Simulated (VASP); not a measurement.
A run of VASP 6.6.1:

File INCAR:

```
  PREC = Accurate
  ENCUT = 520
  EDIFF = 1E-6
  ISMEAR = 1
  SIGMA = 0.01
  LREAL = False
  LASPH = True
  NELM = 80
  ALGO = Normal
  ISIF = 2
  LWAVE = False
  LCHARG = False
  GGA = PS
  IVDW = 13
  NBANDS = 30
```

File KPOINTS:

```
Automatic mesh
0
Gamma
  3 3 3
```

File POSCAR:

```
ScAg3
1.0
    0.0000000000      3.3198771300      3.3198771300
    3.3198771300      0.0000000000      3.3198771300
    3.3198771300      3.3198771300      0.0000000000
Sc Ag
1 3
Direct
    0.0000000000      0.0000000000      0.0000000000
    0.2500000000      0.2500000000      0.2500000000
    0.7500000000      0.7500000000      0.7500000000
    0.5000000000      0.5000000000      0.5000000000
```

Potentials or basis: VASP PAW PBE potentials, release 64 (Sc_sv, Ag).

Launch:

```bash
$ cat potpaw_PBE.64/Sc_sv/POTCAR potpaw_PBE.64/Ag/POTCAR > POTCAR
$ mpirun -np 1 vasp_std > vasp.out
```

Hardware: 1 thread of AMD EPYC 7R13 Processor (Zen 3), with other jobs on the host.

Q: How long does it take, and how much memory?

A: Run time: 14 s on 1 thread of AMD EPYC 7R13 Processor (Zen 3), with other jobs on the host, peak memory 0.17 GiB. Counts: scf iterations 13, k points 4.
